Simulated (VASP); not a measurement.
A run of VASP 6.6.1:

Contents of INCAR:

```
SYSTEM = Cd
ALGO = Normal
EDIFF = 1E-6
ENCUT = 630
GGA = CA
GGA_COMPAT = .False.
ISIF = 2
ISMEAR = 0
LASPH = .True.
LCHARG = .False.
LREAL = .False.
LWAVE = .False.
NBANDS = 16
NELM = 120
PREC = Accurate
SIGMA = 0.05
```

File KPOINTS:

```
k-points
0
Gamma
  19 19 19
  0 0 0
```

Contents of POSCAR:

```
Cd
1.0
   -1.6161658193      1.6161658193      1.6161658193
    1.6161658193     -1.6161658193      1.6161658193
    1.6161658193      1.6161658193     -1.6161658193
Cd
1
Direct
    0.0000000000      0.0000000000      0.0000000000
```

Potentials or basis: VASP PAW LDA potentials, release 64 (Cd_sv_GW).

Run with:

```sh
$ cat potpaw_LDA.64/Cd_sv_GW/POTCAR > POTCAR
$ mpirun -np 1 vasp_std > vasp.out
```

Hardware: 1 thread of Intel(R) Xeon(R) Platinum 8259CL CPU @ 2.50GHz (Skylake/Cascade Lake), on a shared host.

How long does it take, and how much memory?

It took 54 s on 1 thread of Intel(R) Xeon(R) Platinum 8259CL CPU @ 2.50GHz (Skylake/Cascade Lake) (shared host), peak memory 0.21 GiB. Counts: scf iterations 10, k points 220.
